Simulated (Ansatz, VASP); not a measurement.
## Two plane-wave programs on InSb

```
In Sb
1.0
     5.76483    0.00000    0.00000
     0.00000    5.76483    0.00000
     0.00000    0.00000    8.86412
In Sb
3 3
Direct
  0.50000 0.00000 0.00000
  0.00000 0.50000 0.00000
  0.50000 0.50000 0.00000
  0.00000 0.00000 0.81852
  0.00000 0.00000 0.18148
  0.00000 0.00000 0.50000
```

Alike in both runs: functional PBE; k mesh 4 × 4 × 2; occupations gaussian, width 0.1 eV; no spin polarisation.

Ansatz relaxed the structure, and its values are those at the end. VASP's run is a single point on that final structure, the one shown.

|  | VASP | Ansatz |
| --- | --- | --- |
| version | VASP 6.6.1 | Ansatz 0.2.0 |
| potentials or method | VASP PAW PBE potentials, release 64 (In_d, Sb), cutoff 520 eV | scalar-relativistic, plane waves, PAW |
| valence electrons in the cell | 54 | 84 |

|  | VASP | Ansatz | Ansatz less VASP |
| --- | --- | --- | --- |
| gap on the k mesh at the Fermi level (eV) | none | none | - |
| pressure (GPa) | -0.1 | -0.1 | +0.01 |
| rms of the force components (eV/Å) | 0.008 | 0.010 | +0.0018 |

A gap of «none» marks a metal or a gap that the smearing closes. With one functional, cell and mesh, what is left measures potentials, basis and numerics. VASP's potentials hold 54 valence electrons a cell and Ansatz's 84, so a difference there can come from the potentials and not from the codes.

Spin-orbit coupling is off throughout.
